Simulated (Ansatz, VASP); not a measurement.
**One calculation of Li3S2, two programs**

INCAR

```
PREC     = Accurate       # precision mode
ENCUT    = 600            # plane-wave cutoff, eV
EDIFF    = 1E-6           # SCF threshold, eV
ISMEAR   = 0              # smearing method
SIGMA    = 0.1            # smearing width, eV
LREAL    = F              # projectors in reciprocal space
LASPH    = T              # aspherical terms in the spheres
NELM     = 80             # most SCF steps
ALGO     = Normal         # electronic algorithm
ISIF     = 3              # what is computed and relaxed
LWAVE    = F              # write WAVECAR
LCHARG   = F              # write CHGCAR
GGA      = PE             # functional
IBRION   = 2              # ionic algorithm
NSW      = 100            # ionic steps
EDIFFG   = -0.01          # ionic threshold
```

File KPOINTS:

```
regular mesh
0
Gamma
  12 12 12
```

File POSCAR:

```
Li3S2
1.0
    3.7966403909      2.1919913517      2.0164960400
   -3.7966403909      2.1919913517      2.0164960400
    0.0000000000     -4.3839827034      2.0164960400
Li S
3 2
Direct
    0.0000000000      0.5000000000      0.0000000000
    0.0000000000      0.0000000000      0.5000000000
    0.5000000000      0.0000000000      0.0000000000
    0.7369299237      0.7369299237      0.7369299237
    0.2630700763      0.2630700763      0.2630700763
```

Input for Ansatz:

```yaml
crystal:
  lattice:
    - [3.7966403909, 2.1919913517, 2.01649604]
    - [-3.7966403909, 2.1919913517, 2.01649604]
    - [0.0, -4.3839827034, 2.01649604]
  atoms:
    - { symbol: Li, position: [0.0, 0.5, 0.0] }
    - { symbol: Li, position: [0.0, 0.0, 0.5] }
    - { symbol: Li, position: [0.5, 0.0, 0.0] }
    - { symbol: S, position: [0.7369299237, 0.7369299237, 0.7369299237] }
    - { symbol: S, position: [0.2630700763, 0.2630700763, 0.2630700763] }
basis:
  ecutwfc: 420
kpoints:
  mp_grid: { grid: [12, 12, 12] }
hamiltonian:
  xc: pbe
scf:
  occupations: { method: gaussian, width: 0.1 }
output:
  forces: true
  stress: true
  eigenvalues: true
relax:
  adjacent_minimum: "off"
  f_tol: 0.01
  max_steps: 80
  cell: { stress_tol: 0.05 }
```

Change from the starting cell: species swapped into the Br2Cl3 type (R-3m, No. 166).

Alike in both runs: task relaxation of cell and atoms; functional PBE; k mesh 12 × 12 × 12; occupations gaussian, width 0.1 eV; no spin polarisation.

|  | VASP | Ansatz |
| --- | --- | --- |
| version | VASP 6.6.1 | Ansatz 0.2.0 |
| potentials or method | VASP PAW PBE potentials, release 64 (Li_sv, S), cutoff 600 eV | scalar-relativistic, plane waves, PAW |
| valence electrons in the cell | 21 | 21 |

|  | VASP | Ansatz | Ansatz less VASP |
| --- | --- | --- | --- |
| gap on the k mesh at the Fermi level, each at its own relaxed structure (eV) | none | none | - |
| relaxed volume (Å³/atom) | 20.21 | 20.22 | +0.011 |
| relaxed length of the cell vector where the two differ most in proportion (Å) | 4.830 | 4.829 | -0.0013 |

A gap of «none» marks a metal or a gap that the smearing closes.

Noted on VASP's run: the cutoff is under 1.25 times that of the potentials, so the pressure is a little rough.
